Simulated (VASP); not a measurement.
CuO:

```
Cu O
1.0
     2.29404   -1.67637    0.00000
     2.29404    1.67637    0.00000
    -0.83268    0.00000    4.95462
Cu O
2 2
Direct
  0.50000 0.00000 0.50000
  0.00000 0.50000 0.00000
  0.41840 0.58160 0.75000
  0.58160 0.41840 0.25000
```

Base run:

```yaml
Program: VASP 6.6.1
Functional: LDA
Potentials_or_basis: VASP PAW LDA potentials, release 64 (Cu, O)
Cutoff: 520 eV
k_mesh: 10 × 10 × 5
Occupations: fermi-dirac, width 0.05 eV
Spin: no spin polarisation
```

Its results: band gap on the k mesh zero (bands 17 and 18 overlap by 0.61 eV); pressure 3.1 GPa; largest force 0.218 eV/Å.

The run is repeated on the same cell with these changes: potentials or basis from VASP PAW LDA potentials, release 64 (Cu, O) to VASP PAW LDA potentials, release 64 (Cu_sv_GW, O); cutoff from 520 eV to 820 eV; further incar settings from ALGO = Normal; EDIFF = 1e-07; NBANDS = 25 to ALGO = Normal; EDIFF = 1e-06; NBANDS = 33; valence electrons from 34 to 50. What comes out?

Band gap on the k mesh zero (bands 25 and 26 overlap by 0.60 eV); pressure 2.0 GPa; largest force 0.239 eV/Å.

Caveats: semilocal functionals often make such compounds metallic where correlation or magnetic order opens a gap, which also shifts bond lengths; the cell stands under pressure (at least some runs).
